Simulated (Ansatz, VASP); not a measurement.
# Si7Ge in VASP and in Ansatz

```xyz
8
Lattice="5.1862 0.0000 0.0000 0.0000 5.1862 0.0000 0.0000 0.0000 5.7321" Properties=species:S:1:pos:R:3 pbc="T T T"
Si    1.3100    1.3100    1.4479
Si    0.0000    2.5931    2.8661
Si    2.5931    2.5931    0.0000
Si    2.5931    0.0000    2.8661
Si    3.8762    1.3100    4.2842
Si    3.8762    3.8762    1.4479
Si    1.3100    3.8762    4.2842
Ge    0.0000    0.0000    0.0000
```

Change from the starting cell: strain -0.050 along x and y, +0.050 along z, atoms carried along.

Alike in both runs: task single point; functional PBEsol; k mesh 6 × 6 × 6; occupations gaussian, width 0.03 eV; no spin polarisation.

|  | VASP | Ansatz |
| --- | --- | --- |
| version | VASP 6.6.1 | Ansatz 0.2.0 |
| potentials or method | VASP PAW PBE potentials, release 64 (Si, Ge_d), cutoff 520 eV | scalar-relativistic, plane waves, PAW |
| valence electrons in the cell | 42 | 42 |

Ansatz gave:

| Property | Result |
| --- | --- |
| gap on the k mesh at the Fermi level (eV) | none |
| pressure (GPa) | 5.0 |
| traceless stress, the component that is largest in VASP (GPa) | -6.97 |
| rms of the force components (eV/Å) | 0.016 |

**Question.** Which values does VASP return?

**Answer.** gap on the k mesh at the Fermi level (eV): none; pressure (GPa): 5.1; traceless stress, the component that is largest in VASP (GPa): -6.96; rms of the force components (eV/Å): 0.014.

VASP's potentials were made for PBE, not for PBEsol. Atom by atom the forces differ by 0.004 eV/Å (rms over components). A gap of «none» marks a metal or a gap that the smearing closes. The functional is the same, so the differences come from potentials, cutoffs and numerics.
